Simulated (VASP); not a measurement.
A run of VASP 6.6.1:

The input POSCAR:

```
Ir
1.0
    2.7398564644      0.0000000000      0.0000000000
   -1.3699282322      2.3727853009      0.0000000000
    0.0000000000      0.0000000000      4.2884812973
Ir
2
Direct
    0.3333333333      0.6666666667      0.2500000000
    0.6666666667      0.3333333333      0.7500000000
```

File INCAR.step1:

```
SYSTEM = Ir
PREC = Accurate
ENCUT = 520
EDIFF = 1E-5
ISMEAR = -1
SIGMA = 0.05
LREAL = .FALSE.
LASPH = .TRUE.
NELM = 100
ALGO = Normal
ISIF = 2
LWAVE = .TRUE.
GGA = PE
NBANDS = 16
```

The input INCAR.step2:

```
SYSTEM = Ir
PREC = Accurate
ENCUT = 520
EDIFF = 1E-6
ISMEAR = -1
SIGMA = 0.05
LREAL = .FALSE.
LASPH = .TRUE.
NELM = 100
ALGO = Normal
ISIF = 2
LWAVE = .FALSE.
LCHARG = .TRUE.
GGA = PE
LHFCALC = .TRUE.
AEXX = 1.0
ALDAC = 0.0
AGGAC = 0.0
PRECFOCK = Normal
LELF = .TRUE.
LVHAR = .TRUE.
ISTART = 1
NBANDS = 16
```

File KPOINTS:

```
Automatic mesh
0
G
  6 6 3
  0 0 0
```

Potentials or basis: VASP PAW PBE potentials, release 64 (Ir).

Launch:

```sh
$ cat potpaw_PBE.64/Ir/POTCAR > POTCAR
$ cp INCAR.step1 INCAR
$ mpirun -np 1 vasp_std > vasp.out
$ cp INCAR.step2 INCAR
$ mpirun -np 1 vasp_std > vasp.out
```

Hardware: 1 thread of AMD EPYC 9R45 96-Core Processor (Zen 5) (shared host).

Question: How long does it take, and how much memory?

Answer: Wall time 16 min on 1 thread of AMD EPYC 9R45 96-Core Processor (Zen 5), on a shared host, peak memory 0.14 GiB. Counts: k points 14.
